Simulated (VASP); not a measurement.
# PtSeS4 (P-3m1) in VASP: notebook

Runs on PtSeS4. Level: PBE. Tasks: single point.

All numbers are computed with VASP 6.6.1; they aren't measurements. Logs are shortened: lines on timing, memory, paths and dates and some standing lists are left out, and cuts for length are marked.

## Step 1: The cell of the first run

The structure is trigonal, space group P-3m1 (No. 164). The conventional cell has a = 3.587 Å, b = 3.587 Å, c = 12.163 Å, α = 90.00°, β = 90.00°, γ = 120.00°. Within 3.2 Å of Pt (site symmetry -3m) lie 6 S at 2.40 Å. Within 3.3 Å of Se (site symmetry -3m) lie 6 S at 2.53 Å. S (site symmetry 3m) has 3 Pt at 2.40 Å and 3 S at 3.20 Å within 3.2 Å. Within 3.3 Å of S (site symmetry 3m) lie 3 Se at 2.53 Å.

The cell was built from a structure type or drawn by symmetry, and may not be a known phase.

## Step 2: Single point, PBE

INCAR

```
PREC = Accurate
ENCUT = 520
EDIFF = 1E-6
ISMEAR = 0
SIGMA = 0.1
LREAL = F
LASPH = T
NELM = 60
ALGO = Normal
ISIF = 2
LWAVE = F
LCHARG = T
GGA = PE
LELF = T
LVHAR = T
NBANDS = 29
```

KPOINTS

```
regular mesh
0
Gamma
  6 6 2
```

POSCAR

```
PtSeS4
1.0
    3.5866200741      0.0000000025      0.0000000000
   -1.7933100392      3.1061040967      0.0000000000
    0.0000000000      0.0000000000     12.1625550881
Pt Se S
1 1 4
Direct
    0.0000000000      0.0000000000      0.5000000000
    0.0000000000      0.0000000000      0.0000000000
    0.6666666667      0.3333333333      0.6002855204
    0.6666666667      0.3333333333      0.1201206773
    0.3333333333      0.6666666667      0.8798793227
    0.3333333333      0.6666666667      0.3997144796
```

Potentials or basis: VASP PAW PBE potentials, release 64 (Pt, Se, S).

Run with:

```console
$ cat potpaw_PBE.64/Pt/POTCAR potpaw_PBE.64/Se/POTCAR potpaw_PBE.64/S/POTCAR > POTCAR
$ mpirun -np 1 vasp_std > vasp.out
```

OUTCAR:

```text
PREC = Accurate
   ENCUT = 520
   EDIFF = 1E-6
   ISMEAR = 0
   LREAL = F
   LASPH = T
   NELM = 60
   ISIF = 2
   GGA = PE

 ion  position               nearest neighbor table
   1  0.000  0.000  0.500-   3 2.40   6 2.40   3 2.40   6 2.40   3 2.40   6 2.40
   2  0.000  0.000  0.000-   4 2.53   5 2.53   4 2.53   5 2.53   4 2.53   5 2.53
   3  0.667  0.333  0.600-   1 2.40   1 2.40   1 2.40
   4  0.667  0.333  0.120-   2 2.53   2 2.53   2 2.53
   5  0.333  0.667  0.880-   2 2.53   2 2.53   2 2.53
   6  0.333  0.667  0.400-   1 2.40   1 2.40   1 2.40

  LATTYP: Found a hexagonal cell.
 ALAT       =     3.5866200741
 C/A-ratio  =     3.3910910096

  Lattice vectors:

 A1 = (   3.5866200741,   0.0000000025,   0.0000000000)
 A2 = (  -1.7933100392,   3.1061040967,   0.0000000000)
 A3 = (   0.0000000000,   0.0000000000,  12.1625550881)

Analysis of symmetry for initial positions (statically):
=====================================================================
 Subroutine PRICEL returns:
 Original cell was already a primitive cell.

 Routine SETGRP: Setting up the symmetry group for a
 hexagonal supercell.

 Subroutine GETGRP returns: Found 12 space group operations
 (whereof 12 operations were pure point group operations)
 out of a pool of 24 trial point group operations.

The static configuration has the point symmetry D_3d.

Analysis of symmetry for dynamics (positions and initial velocities):
=====================================================================
 Subroutine PRICEL returns:
 Original cell was already a primitive cell.

 Routine SETGRP: Setting up the symmetry group for a
 hexagonal supercell.

 Subroutine GETGRP returns: Found 12 space group operations
 (whereof 12 operations were pure point group operations)
 out of a pool of 24 trial point group operations.

The dynamic configuration has the point symmetry D_3d.

 Subroutine INISYM returns: Found 12 space group operations
 (whereof 12 operations are pure point group operations),
 and found     1 'primitive' translations

----------------------------------------------------------------------------------------

                                     Primitive cell

  volume of cell :     135.4959

  direct lattice vectors                    reciprocal lattice vectors
     3.586620074  0.000000003  0.000000000     0.278814031  0.160973356  0.000000000
    -1.793310039  3.106104097  0.000000000    -0.000000000  0.321946712  0.000000000
     0.000000000  0.000000000 12.162555088     0.000000000  0.000000000  0.082219566

  length of vectors
     3.586620074  3.586620074 12.162555088     0.321946712  0.321946712  0.082219566

  position of ions in fractional coordinates (direct lattice)
     0.000000000  0.000000000  0.500000000
     0.000000000  0.000000000  0.000000000
     0.666666667  0.333333333  0.600285520
     0.666666667  0.333333333  0.120120677
     0.333333333  0.666666667  0.879879323
     0.333333333  0.666666667  0.399714480

  ion indices of the primitive-cell ions
   primitive index   ion index
                 1           1
                 2           2
                 3           3
                 4           4
                 5           5
                 6           6

----------------------------------------------------------------------------------------

 KPOINTS: regular mesh

Automatic generation of k-mesh.
 Grid dimensions read from file:
 generate k-points for:    6    6    2

 Generating k-lattice:

  Cartesian coordinates                     Fractional coordinates (reciprocal lattice)
     0.046469005  0.026828893  0.000000000     0.166666667 -0.000000000  0.000000000
    -0.000000000  0.053657785  0.000000000     0.000000000  0.166666667  0.000000000
     0.000000000  0.000000000  0.041109783     0.000000000  0.000000000  0.500000000

  Length of vectors
     0.053657785  0.053657785  0.041109783

  Shift w.r.t. Gamma in fractional coordinates (k-lattice)
     0.000000000  0.000000000  0.000000000

 Subroutine IBZKPT returns following result:
 ===========================================

 Found     14 irreducible k-points:

 Following reciprocal coordinates:
            Coordinates               Weight
  0.000000  0.000000  0.000000      1.000000
  0.166667  0.000000  0.000000      6.000000
  0.333333 -0.000000  0.000000      6.000000
  0.500000  0.000000  0.000000      3.000000
  0.166667  0.166667  0.000000      6.000000
  0.333333  0.166667  0.000000     12.000000
  0.333333  0.333333  0.000000      2.000000
  0.000000  0.000000  0.500000      1.000000
  0.166667  0.000000  0.500000      6.000000
  0.333333 -0.000000  0.500000      6.000000
  0.500000  0.000000  0.500000      3.000000
  0.166667  0.166667  0.500000      6.000000
  0.333333  0.166667  0.500000     12.000000
  0.333333  0.333333  0.500000      2.000000
   k-points           NKPTS =     14   k-points in BZ     NKDIM =     14   number of bands    NBANDS=     29
[... 119 lines left out ...]
      3      -8.6249      2.00000
      4      -8.3901      2.00000
      5      -6.7125      2.00000
      6      -1.9165      2.00000
[... 21 lines left out ...]
     28      10.9705      0.00000
     29      11.6173      0.00000

 k-point     6 :       0.3333    0.1667    0.0000
  band No.  band energies     occupation
      1     -10.7414      2.00000
      2      -9.0335      2.00000
      3      -8.7246      2.00000
      4      -8.4176      2.00000
      5      -7.6639      2.00000
      6      -2.4661      2.00000
[... 21 lines left out ...]
     28      11.2357      0.00000
     29      11.9716      0.00000

 k-point     7 :       0.3333    0.3333    0.0000
  band No.  band energies     occupation
      1     -10.1450      2.00000
      2      -8.7606      2.00000
      3      -8.7606      2.00000
      4      -8.3342      2.00000
      5      -8.3342      2.00000
      6      -2.0000      2.00000
[... 21 lines left out ...]
     28      11.9106      0.00000
     29      11.9108      0.00000

 k-point     8 :       0.0000    0.0000    0.5000
  band No.  band energies     occupation
      1     -12.7298      2.00000
      2     -10.6307      2.00000
      3      -8.9223      2.00000
      4      -8.4125      2.00000
      5      -5.4463      2.00000
      6      -2.1937      2.00000
[... 21 lines left out ...]
     28      11.1431      0.00000
     29      11.7256      0.00000

 k-point     9 :       0.1667    0.0000    0.5000
  band No.  band energies     occupation
      1     -12.4024      2.00000
      2     -10.3045      2.00000
      3      -8.7192      2.00000
      4      -8.4921      2.00000
      5      -5.8646      2.00000
      6      -2.1287      2.00000
[... 21 lines left out ...]
     28      10.7452      0.00000
     29      11.2621      0.00000

 k-point    10 :       0.3333   -0.0000    0.5000
  band No.  band energies     occupation
      1     -11.4925      2.00000
      2      -9.5194      2.00000
      3      -8.6522      2.00000
      4      -8.3810      2.00000
      5      -7.0099      2.00000
      6      -2.2305      2.00000
[... 21 lines left out ...]
     28      10.9932      0.00000
     29      12.0818      0.00000

 k-point    11 :       0.5000    0.0000    0.5000
  band No.  band energies     occupation
      1     -10.6464      2.00000
      2      -9.0363      2.00000
      3      -8.8195      2.00000
      4      -8.7066      2.00000
      5      -7.3561      2.00000
      6      -2.9471      2.00000
[... 21 lines left out ...]
     28      10.2973      0.00000
     29      12.0493      0.00000

 k-point    12 :       0.1667    0.1667    0.5000
  band No.  band energies     occupation
      1     -11.7773      2.00000
      2      -9.7385      2.00000
      3      -8.6128      2.00000
      4      -8.4020      2.00000
      5      -6.7116      2.00000
      6      -1.9260      2.00000
[... 21 lines left out ...]
     28      10.9382      0.00000
     29      11.4352      0.00000

 k-point    13 :       0.3333    0.1667    0.5000
  band No.  band energies     occupation
      1     -10.7414      2.00000
      2      -9.0334      2.00000
      3      -8.7253      2.00000
      4      -8.4168      2.00000
      5      -7.6641      2.00000
      6      -2.4697      2.00000
[... 21 lines left out ...]
     28      11.2992      0.00000
     29      11.8851      0.00000

 k-point    14 :       0.3333    0.3333    0.5000
  band No.  band energies     occupation
      1     -10.1450      2.00000
      2      -8.7606      2.00000
      3      -8.7606      2.00000
      4      -8.3342      2.00000
      5      -8.3342      2.00000
      6      -2.0056      2.00000
[... 21 lines left out ...]
     28      11.8568      0.00000
     29      11.8568      0.00000

------------------------ aborting loop because EDIFF is reached ----------------------------------------

  FORCE on cell =-STRESS in cart. coord.  units (eV):
  Direction    XX          YY          ZZ          XY          YZ          ZX
  --------------------------------------------------------------------------------------
  -------------------------------------------------------------------------------------
  Total       -0.2078252     -0.2078252      0.0067662     -0.0000000      0.0000000      0.0000000
  in kB       -2.4574380     -2.4574380      0.0800073     -0.0000000      0.0000000      0.0000000
  external PRESSURE =      -1.6116229 kB  Pullay stress =       0.0000000 kB

 VOLUME and BASIS-vectors are now :
 -----------------------------------------------------------------------------
  energy-cutoff  :      520.00
  volume of cell :      135.50
      direct lattice vectors                 reciprocal lattice vectors
     3.586620074  0.000000003  0.000000000     0.278814031  0.160973356  0.000000000
    -1.793310039  3.106104097  0.000000000    -0.000000000  0.321946712  0.000000000
     0.000000000  0.000000000 12.162555088     0.000000000  0.000000000  0.082219566

 POSITION                                       TOTAL-FORCE (eV/Angst)
 -----------------------------------------------------------------------------------
      0.00000      0.00000      6.08128        -0.000000      0.000000      0.000000
      0.00000      0.00000      0.00000        -0.000000      0.000000      0.000000
      1.79331      1.03537      7.30101         0.000000      0.000000     -0.028366
      1.79331      1.03537      1.46097        -0.000000      0.000000     -0.018221
     -0.00000      2.07074     10.70158        -0.000000     -0.000000      0.018221
     -0.00000      2.07074      4.86155         0.000000      0.000000      0.028366
 -----------------------------------------------------------------------------------
    total drift:                                0.000000      0.000000      0.000000

  FREE ENERGIE OF THE ION-ELECTRON SYSTEM (eV)
  ---------------------------------------------------
  free  energy   TOTEN  =       -26.3025475944 eV

  energy  without entropy=      -26.3025475944  energy(sigma->0) =      -26.30254759
```

Run time: 1.7 min. Hardware: 1 thread of Intel Xeon 8259CL, shared host; peak memory 0.27 GiB.

What came out:

| Property | Result |
| --- | --- |
| Free energy | -26.3025 eV |
| Pressure | -0.2 GPa |
| Largest force | 0.028 eV/Å |
| Band gap on the k mesh | 0.88 eV (least direct gap 1.27 eV) |

Forces on the atoms (eV/Å):
```
Pt   0.000  0.000  0.000
Se   0.000  0.000  0.000
S    0.000  0.000 -0.028
S    0.000  0.000 -0.018
S    0.000  0.000  0.018
S    0.000  0.000  0.028
```

Levels at points of the mesh, in eV from the valence-band top:
| k point | band 18 | band 19 | band 20 | band 21 | band 22 | band 23 |
| --- | --- | --- | --- | --- | --- | --- |
| (0.00, 0.00, 0.00) | -0.71 | -0.59 | -0.59 | 0.94 | 1.68 | 1.68 |
| (0.50, 0.00, 0.00) | -1.63 | -1.27 | -1.04 | 2.00 | 2.48 | 2.68 |
| (0.00, 0.00, 0.50) | -0.59 | -0.59 | -0.40 | 0.88 | 1.68 | 1.68 |
| (0.50, 0.00, 0.50) | -1.62 | -1.11 | -1.03 | 1.89 | 2.50 | 2.62 |

Caveat: spin-orbit coupling is left out, which moves the levels of the heavy elements; this functional lacks dispersion, which binds the layers, so the pressure and a relaxed spacing across them are unreliable.

## Step 3: Single point, PBE

This run uses another cell than the first one, of 27.06 Å³/atom.

INCAR

```
SYSTEM = PtSeS4
PREC = Accurate ; ENCUT = 520
EDIFF = 1E-6 ; ISMEAR = 0
SIGMA = 0.1 ; LREAL = .FALSE.
LASPH = .TRUE. ; NELM = 80
ALGO = Normal ; ISIF = 2
LWAVE = .FALSE. ; LCHARG = .FALSE.
GGA = PE ; NBANDS = 29
```

KPOINTS

```
regular mesh
0
G
  6 6 2
  0 0 0
```

POSCAR

```
PtSeS4
1.0
    4.1830120700      0.0000000000      0.0000000000
   -2.0915060400      3.6225947200      0.0000000000
    0.0000000000      0.0000000000     10.7141134800
Pt Se S
1 1 4
Direct
    0.0000000000      0.0000000000      0.5000000000
    0.0000000000      0.0000000000      0.0000000000
    0.6666666700      0.3333333300      0.7179964200
    0.6666666700      0.3333333300      0.2017543500
    0.3333333300      0.6666666700      0.7982456500
    0.3333333300      0.6666666700      0.2820035800
```

Potentials or basis: VASP PAW PBE potentials, release 64 (Pt, Se, S).

Run with:

```console
$ cat potpaw_PBE.64/Pt/POTCAR potpaw_PBE.64/Se/POTCAR potpaw_PBE.64/S/POTCAR > POTCAR
$ mpirun -np 1 vasp_std > vasp.out
```

Wall time 1.7 min (1 thread of Intel Xeon 8259CL, shared host); peak memory 0.3 GiB.

It converged, with:

```yaml
Free_energy: -18.0377 eV
Pressure: -10.5 GPa
Largest_force: 0.912 eV/Å
Band_gap_on_the_k_mesh: zero (bands 20 and 21 overlap by 0.56 eV)
```

Forces in eV/Å, atoms in the order of the input:
```
Pt   0.000  0.000  0.000
Se   0.000  0.000  0.000
S    0.000  0.000 -0.912
S    0.000  0.000 -0.723
S    0.000  0.000  0.723
S    0.000  0.000  0.912
```

Stress tensor (GPa, compression positive):
```
-10.64   0.00   0.00
  0.00 -10.64   0.00
  0.00   0.00 -10.16
```

Levels at points of the mesh, in eV from the Fermi level:
| k point | band 17 | band 18 | band 19 | band 20 | band 21 | band 22 | band 23 | band 24 |
| --- | --- | --- | --- | --- | --- | --- | --- | --- |
| (0.00, 0.00, 0.00) | -0.82 | -0.70 | -0.59 | -0.59 | 0.26 | 0.30 | 0.30 | 0.65 |
| (0.50, 0.00, 0.00) | -0.68 | -0.60 | -0.24 | -0.11 | 0.53 | 1.17 | 1.52 | 1.69 |
| (0.00, 0.00, 0.50) | -0.59 | -0.59 | -0.38 | -0.38 | -0.18 | -0.18 | 0.20 | 0.86 |
| (0.50, 0.00, 0.50) | -0.35 | -0.29 | -0.24 | -0.05 | 0.49 | 1.22 | 1.22 | 1.42 |

Caveat: the cell stands under tension; spin-orbit coupling is left out, which moves the levels of the heavy elements.

## Step 4: Single point, PBE

This run uses another cell than the first one: it holds 12 atoms, not 6.

INCAR

```
SYSTEM = PtSeS4
PREC = Accurate ; ENCUT = 520
EDIFF = 1E-7 ; ISMEAR = 0
SIGMA = 0.1 ; LREAL = .FALSE.
LASPH = .TRUE. ; NELM = 80
ALGO = Normal ; ISIF = 2
LWAVE = .FALSE. ; LCHARG = .TRUE.
GGA = PE ; LELF = .TRUE.
LVHAR = .TRUE. ; NBANDS = 52
```

KPOINTS

```
Automatic mesh
0
G
  4 2 1
  0 0 0
```

POSCAR

```
PtSeS4
1.0
    3.5789387583      0.0000000000      0.0000000000
   -0.0000000001      6.1989037666      0.0000000000
    0.0000000000      0.0000000000     12.9969580760
Pt Se S
2 2 8
Direct
    0.0000000000      0.0000000000      0.5000000000
    0.5000000000      0.5000000000      0.5000000000
    0.0000000000      0.0000000000      0.0000000000
    0.5000000000      0.5000000000      0.0000000000
    0.5000000000      0.1666666667      0.5943330252
    0.0000000000      0.6666666667      0.5943330252
    0.5000000000      0.1666666667      0.1125960051
    0.0000000000      0.6666666667      0.1125960051
    0.0000000000      0.3333333333      0.8874039949
    0.5000000000      0.8333333333      0.8874039949
    0.0000000000      0.3333333333      0.4056669748
    0.5000000000      0.8333333333      0.4056669748
```

Run with:

```console
$ cat potpaw_PBE.64/Pt/POTCAR potpaw_PBE.64/Se/POTCAR potpaw_PBE.64/S/POTCAR > POTCAR
$ mpirun -np 1 vasp_std > vasp.out
```

It took 3.4 min on 1 thread of Intel Xeon 8259CL, shared host; peak memory 0.4 GiB.

Results (log left out):

- Free energy: -52.5752 eV
- Pressure: -0.2 GPa
- Largest force: 0.099 eV/Å
- Band gap on the k mesh: 0.91 eV

Forces on the atoms (eV/Å):
```
Pt   0.000  0.000  0.000
Pt   0.000  0.000  0.000
Se   0.000  0.000  0.000
Se   0.000  0.000  0.000
S    0.000  0.020 -0.004
S    0.000  0.020 -0.004
S    0.000  0.093  0.032
S    0.000  0.093  0.032
S    0.000 -0.093 -0.032
S    0.000 -0.093 -0.032
S    0.000 -0.020  0.004
S    0.000 -0.020  0.004
```

Stress tensor (GPa, compression positive):
```
-0.32  0.00  0.00
 0.00 -0.17  0.36
 0.00  0.36  0.01
```

Levels at points of the mesh, in eV from the valence-band top:
```
           k point  band 38  band 39  band 40  band 41  band 42  band 43
(0.00, 0.00, 0.00)    -0.82    -0.54    -0.53     0.90     1.69     1.70
(0.50, 0.00, 0.00)    -0.50    -0.25    -0.25     1.66     1.66     2.09
(0.00, 0.50, 0.00)    -0.45    -0.33    -0.33     1.42     1.42     1.90
(0.50, 0.50, 0.00)    -1.28    -1.04    -1.04     1.99     1.99     2.52
```

Caveat: the k points lie up to 0.51 Å⁻¹ apart; spin-orbit coupling is left out, which moves the levels of the heavy elements; an odd mesh through Γ misses points on the zone boundary, where band edges can lie; this functional lacks dispersion, which binds the layers, so the pressure and a relaxed spacing across them are unreliable.

## Step 5: Summary

```tsv
cell	k mesh	gap on the mesh (eV)	pressure (GPa)	largest force (eV/Å)
a = 3.587, b = 3.587, c = 12.163 Å, angles 90.0, 90.0, 120.0°, 6 atoms, atomic positions A	6 × 6 × 2	0.88	-0.2	0.03
a = 4.183, b = 4.183, c = 10.714 Å, angles 90.0, 90.0, 120.0°, 6 atoms, atomic positions B	6 × 6 × 2	none	-10.5	0.91
a = 3.579, b = 6.199, c = 12.997 Å, 12 atoms, atomic positions C	4 × 2 × 1	0.91	-0.2	0.10
```

Alike in all rows: task single point; level PBE; potentials or basis VASP PAW PBE potentials, release 64 (Pt, Se, S); no spin polarisation; cutoff (eV) 520; smearing gaussian 0.1 eV.

Caveats: some runs use coarse meshes; spin-orbit coupling is left out, which moves the levels of the heavy elements; this functional lacks dispersion, which binds the layers, so the pressure and a relaxed spacing across them are unreliable (at least some runs); the cell stands under tension (at least some runs); an odd mesh through Γ misses points on the zone boundary, where band edges can lie (at least some runs).

Absolute energies hang on the potentials; compare differences alone.
